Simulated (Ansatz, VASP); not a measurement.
Ni: VASP beside Ansatz

File INCAR:

```
PREC     = Accurate       # precision mode
ENCUT    = 600            # plane-wave cutoff, eV
EDIFF    = 1E-6           # SCF threshold, eV
ISMEAR   = 0              # smearing method
SIGMA    = 0.1            # smearing width, eV
LREAL    = False          # projectors in reciprocal space
LASPH    = True           # aspherical terms in the spheres
NELM     = 150            # most SCF steps
ALGO     = Normal         # electronic algorithm
ISIF     = 3              # what is computed and relaxed
LWAVE    = False          # write WAVECAR
LCHARG   = False          # write CHGCAR
ISPIN    = 2              # spin polarisation
MAGMOM   = 0.77 0.77 0.77 0.77 # initial moments
LORBIT   = 11             # projections on sites
LMAXMIX  = 4              # l up to which the mixer works
GGA      = PS             # functional
IBRION   = 2              # ionic algorithm
NSW      = 90             # ionic steps
EDIFFG   = -0.04          # ionic threshold
```

The input KPOINTS:

```
regular mesh
0
Gamma
  6 6 4
```

The input POSCAR:

```
Ni
1.0
    1.8737968294     -3.1757381341      0.0000000000
    1.8737968294      3.1757381341      0.0000000000
    0.0000000000      0.0000000000      3.7525785973
Ni
4
Direct
    0.1525000000      0.8475000000      0.0785000000
    0.6525000000      0.3475000000      0.4215000000
    0.8475000000      0.1525000000      0.9215000000
    0.3475000000      0.6525000000      0.5785000000
```

Input for Ansatz:

```yaml
crystal:
  lattice:
    - [1.8737968294, -3.1757381341, 0.0]
    - [1.8737968294, 3.1757381341, 0.0]
    - [0.0, 0.0, 3.7525785973]
  atoms:
    - { symbol: Ni, position: [0.1525, 0.8475, 0.0785], spin: 0.77 }
    - { symbol: Ni, position: [0.6525, 0.3475, 0.4215], spin: 0.77 }
    - { symbol: Ni, position: [0.8475, 0.1525, 0.9215], spin: 0.77 }
    - { symbol: Ni, position: [0.3475, 0.6525, 0.5785], spin: 0.77 }
basis:
  ecutwfc: 420
kpoints:
  mp_grid: { grid: [6, 6, 4] }
hamiltonian:
  xc: pbesol
scf:
  occupations: { method: gaussian, width: 0.1 }
  lower_state_search: "off"
output:
  forces: true
  stress: true
  eigenvalues: true
  populations: true
magnetization:
  spin_polarized: true
relax:
  adjacent_minimum: "off"
  f_tol: 0.04
  max_steps: 70
  cell: { stress_tol: 0.4 }
```

Alike in both runs: task relaxation of cell and atoms; functional PBEsol; k mesh 6 × 6 × 4; occupations gaussian, width 0.1 eV; collinear spin.

|  | VASP | Ansatz |
| --- | --- | --- |
| version | VASP 6.6.1 | Ansatz 0.2.0 |
| potentials or method | VASP PAW PBE potentials, release 64 (Ni), cutoff 600 eV | scalar-relativistic, plane waves, PAW |
| valence electrons in the cell | 40 | 72 |

```csv
,VASP,Ansatz,Ansatz less VASP
"gap on the k mesh at the Fermi level, each at its own relaxed structure (eV)",none,none,-
net moment per atom (μB),0.63,0.68,+0.052
size of the moment on the site where the two differ most (μB),0.64,0.72,+0.081
relaxed volume (Å³/atom),11.33,11.39,+0.060
relaxed cell length with the largest relative difference (Å),3.553,3.307,-0.2455
```

VASP's potentials were made for PBE, not for PBEsol. Site moments also hang on the region over which each program counts them. A gap of «none» marks a metal or a gap that the smearing closes. One of these differences is far larger than is usual between the two programs; its cause wasn't traced. VASP's potentials hold 40 valence electrons a cell and Ansatz's 72, so a difference there can come from the potentials and not from the codes.

The k mesh is coarse, so the values compare programs but aren't converged.
